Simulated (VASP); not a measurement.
# Sb: single point with PBE+D3(BJ)

Crystal: Sb.

```
Sb
1.0
     3.31847    0.00000    0.00000
    -1.65923    2.87388    0.00000
     0.00000    0.00000    5.25005
Sb
2
Cartesian
  0.0000 1.9159 1.3125
  1.6592 0.9580 3.9375
```

This cell differs from its parent crystal: strain -0.015 along x and y, -0.015 along z.

```json
{"Program": "VASP 6.6.1", "Task": "single point", "Functional": "PBE", "Dispersion": "D3(BJ)", "Potentials or basis": "VASP PAW PBE potentials, release 64 (Sb)", "Cutoff": "520 eV", "k mesh": "18 × 18 × 10", "Occupations": "gaussian, width 0.15 eV", "Spin": "no spin polarisation", "Dipole correction": "no", "Further INCAR settings": "ALGO = Normal; EDIFF = 1e-06; NBANDS = 12"}
```

```
Pressure                   : 3.0 GPa
Band gap on the k mesh     : zero (bands 5 and 6 overlap by 8.01 eV)
Dispersion energy per atom : -0.564 eV
```

Stress tensor (GPa, compression positive):
```
2.29 0.00 0.00
0.00 2.29 0.00
0.00 0.00 4.40
```

Levels at points of the mesh, in eV from the Fermi level:
```tsv
k point	band 3	band 4	band 5	band 6	band 7	band 8
(0.00, 0.00, 0.00)	-6.21	3.56	3.56	5.46	5.46	6.50
(0.50, 0.00, 0.00)	-4.26	-2.97	-2.50	-0.24	0.15	4.05
(0.00, 0.00, 0.50)	-0.36	-0.36	4.52	4.52	4.52	4.52
(0.50, 0.00, 0.50)	-5.74	-5.74	1.58	1.58	2.22	2.22
```

Run time: 2.2 min on 1 thread of Intel Xeon 8259CL (shared host), peak memory 0.27 GiB.

Caveat: the cell differs from its parent crystal (strain -0.015 along x and y, -0.015 along z); spin-orbit coupling is left out, which moves the levels of the heavy elements.
